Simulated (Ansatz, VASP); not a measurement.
## Ge: VASP beside Ansatz

Contents of INCAR:

```
SYSTEM = Ge
PREC = Accurate
ENCUT = 520
EDIFF = 1E-7
ISMEAR = -1
SIGMA = 0.05
LREAL = .False.
LASPH = .True.
NELM = 60
ALGO = Normal
ISIF = 2
LWAVE = .False.
LCHARG = .False.
GGA = CA
NBANDS = 21
```

KPOINTS

```
regular mesh
0
Gamma
  13 13 13
  0 0 0
```

The input POSCAR:

```
Ge
1.0
    0.0000000000      2.1541261493      2.1541261493
    2.1541261493      0.0000000000      2.1541261493
    2.1541261493      2.1541261493      0.0000000000
Ge
2
Direct
   -0.1250000000     -0.1250000000     -0.1250000000
    0.1250000000      0.1250000000      0.1250000000
```

Input for Ansatz:

```yaml
crystal:
  lattice:
    - [0.0, 2.1541261493, 2.1541261493]
    - [2.1541261493, 0.0, 2.1541261493]
    - [2.1541261493, 2.1541261493, 0.0]
  atoms:
    - { symbol: Ge, position: [-0.125, -0.125, -0.125] }
    - { symbol: Ge, position: [0.125, 0.125, 0.125] }
kpoints:
  mp_grid: { grid: [13, 13, 13] }
  band_path:
    path:
      - [0.0, 0.0, 0.0]
      - [0.5, 0.0, 0.5]
      - [0.625, 0.25, 0.625]
      - [0.375, 0.375, 0.75]
      - [0.0, 0.0, 0.0]
      - [0.5, 0.5, 0.5]
      - [0.5, 0.25, 0.75]
      - [0.5, 0.0, 0.5]
    npoints: 8
scf:
  occupations: { method: fermi_dirac, width: 0.05 }
hamiltonian:
  xc: lda
  pseudopotentials: { kind: all_electron, lapw: { basis_error: 0.001 } }
output:
  forces: true
  stress: true
  eigenvalues: true
  populations: true
  dos: { projected: true, de: 0.2, e_range: [-14, 8] }
```

Change from the starting cell: volume scaled by 0.45, LAPW.

Alike in both runs: task single point; functional LDA; k mesh 13 × 13 × 13; occupations fermi-dirac, width 0.05 eV; no spin polarisation.

```csv
,VASP,Ansatz
version,VASP 6.6.1,Ansatz 0.2.0
potentials or method,"VASP PAW LDA potentials, release 64 (Ge_d), cutoff 520 eV","all-electron LAPW, scalar-relativistic"
```

Ansatz gave:

| Quantity | Value |
| --- | --- |
| pressure (GPa) | 335.8 |

Task: Estimate VASP's values.

Result: Pressure (GPa): 360.3.

LDA's correlation is that of Perdew and Zunger in VASP and of Perdew and Wang (1992) in Ansatz. Both programs put the cell under a high pressure, so it lies far from rest at this level. Ansatz ran all-electron here, and VASP with PAW potentials.

Noted on VASP's run: the cell as given lies far from equilibrium.
